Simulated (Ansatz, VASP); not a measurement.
# Two plane-wave programs on B5P4

```xyz
9
Lattice="3.2161 0.0000 0.0000 0.0000 3.2161 0.0000 0.0000 0.0000 24.0966" Properties=species:S:1:pos:R:3 pbc="T T T"
B     1.6081    1.6081    7.5000
B     0.0000    0.0000    9.7742
B     1.6081    1.6081   12.0483
B     0.0000    0.0000   14.3225
B     1.6081    1.6081   16.5966
P     1.6081    0.0000    8.6371
P     0.0000    1.6081   10.9112
P     1.6081    0.0000   13.1854
P     0.0000    1.6081   15.4595
```

Alike in both runs: task single point; functional PBE; k mesh 8 × 8 × 1; occupations gaussian, width 0.05 eV; no spin polarisation.

|  | VASP | Ansatz |
| --- | --- | --- |
| version | VASP 6.6.1 | Ansatz 0.2.0 |
| potentials or method | VASP PAW PBE potentials, release 64 (B, P), cutoff 520 eV | scalar-relativistic, plane waves, PAW |
| valence electrons in the cell | 35 | 35 |

|  | VASP | Ansatz | Ansatz less VASP |
| --- | --- | --- | --- |
| gap on the k mesh at the Fermi level (eV) | none | none | - |
| rms of the force components (eV/Å) | 0.684 | 0.685 | +0.0001 |

A gap of «none» marks a metal or a gap that the smearing closes. With one functional, cell and mesh, what is left measures potentials, basis and numerics. Ansatz's warnings: xc potential rough in thin density.
